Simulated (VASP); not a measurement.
**Ti2RuC3: relaxation of cell and atoms with PBE**

Crystal: Ti2RuC3.

```xyz
6
Lattice="-1.5928 1.5928 6.8115 1.5928 -1.5928 6.8115 1.5928 1.5928 -6.8115" Properties=species:S:1:pos:R:3 pbc="T T T"
Ti    0.0000    0.0000    9.0593
Ti    0.0000    0.0000    4.5637
Ru    0.0000    0.0000    0.0000
C     0.0000    0.0000   11.4433
C     0.0000    0.0000    2.1797
C     0.0000    0.0000    6.8115
```

- Program: VASP 6.6.1
- Task: relaxation of cell and atoms
- Functional: PBE
- Potentials or basis: VASP PAW PBE potentials, release 64 (Ti_sv, Ru_pv, C)
- Cutoff: 600 eV
- k mesh: 7 × 7 × 7
- Occupations: gaussian, width 0.2 eV
- Spin: no spin polarisation
- Dipole correction: no
- Further INCAR settings: ALGO = Normal; EDIFF = 1e-06; IBRION = 2; EDIFFG = -0.08; NSW = 36; ISIF = 3

| Item | Value |
| --- | --- |
| Relaxed volume | 10.05 Å³/atom |
| Relaxed cell | a = 6.810 Å, b = 6.810 Å, c = 6.810 Å, α = 154.07°, β = 154.07°, γ = 37.00° |
| Space group after relaxing (to 0.1 Å) | I4/mmm (No. 139) |
| Energy gained by relaxing | 160.3 meV/atom |
| Ionic steps | 9 |
| Pressure after relaxing | -0.6 GPa |
| Largest force after relaxing | 0.069 eV/Å |
| Band gap on the k mesh | zero (bands 25 and 26 overlap by 0.88 eV) |

Forces in eV/Å, atoms in the order of the input:
```
Ti   0.000  0.000  0.069
Ti   0.000  0.000 -0.069
Ru   0.000  0.000  0.000
C    0.000  0.000  0.045
C    0.000  0.000 -0.045
C    0.000  0.000  0.000
```

Stress tensor (GPa, compression positive):
```
-0.41  0.00  0.00
 0.00 -0.41  0.00
 0.00  0.00 -0.87
```

Step by step:
```
step  energy change (eV)  largest force (eV/Å)  pressure (GPa)  volume (Å³)
   1              0.0000                0.8352          -27.08        69.12
   2              0.5974                1.4742           61.35        51.41
   3             -0.8536                1.1261           -0.61        60.60
   4             -0.8549                1.1348            0.57        60.34
   5             -0.9456                0.3839            0.61        60.09
   6             -0.9591                0.1561            0.99        59.95
   7             -0.9591                0.1650            0.98        59.96
   8             -0.9609                0.0372           -1.36        60.48
   9             -0.9616                0.0689           -0.56        60.30
```

Final structure:
```xyz
6
Lattice="-1.5279 1.5279 6.4576 1.5279 -1.5279 6.4576 1.5279 1.5279 -6.4576" Properties=species:S:1:pos:R:3 pbc="T T T"
Ti    0.0000    0.0000    8.6181
Ti    0.0000    0.0000    4.2971
Ru    0.0000    0.0000    0.0000
C     0.0000    0.0000   10.7576
C     0.0000    0.0000    2.1576
C     0.0000    0.0000    6.4576
```

Levels at points of the mesh, in eV from the Fermi level:
| k point | band 22 | band 23 | band 24 | band 25 | band 26 | band 27 | band 28 | band 29 |
| --- | --- | --- | --- | --- | --- | --- | --- | --- |
| (0.00, 0.00, 0.00) | -1.34 | -1.34 | -0.25 | -0.25 | 0.03 | 0.24 | 0.96 | 1.04 |

It took 74 min on 1 thread of Intel Xeon 8259CL, on a shared host, peak memory 0.64 GiB.

Caveat: the relaxation stopped at a loose force limit of 0.08 eV/Å, so its end isn't a converged minimum.
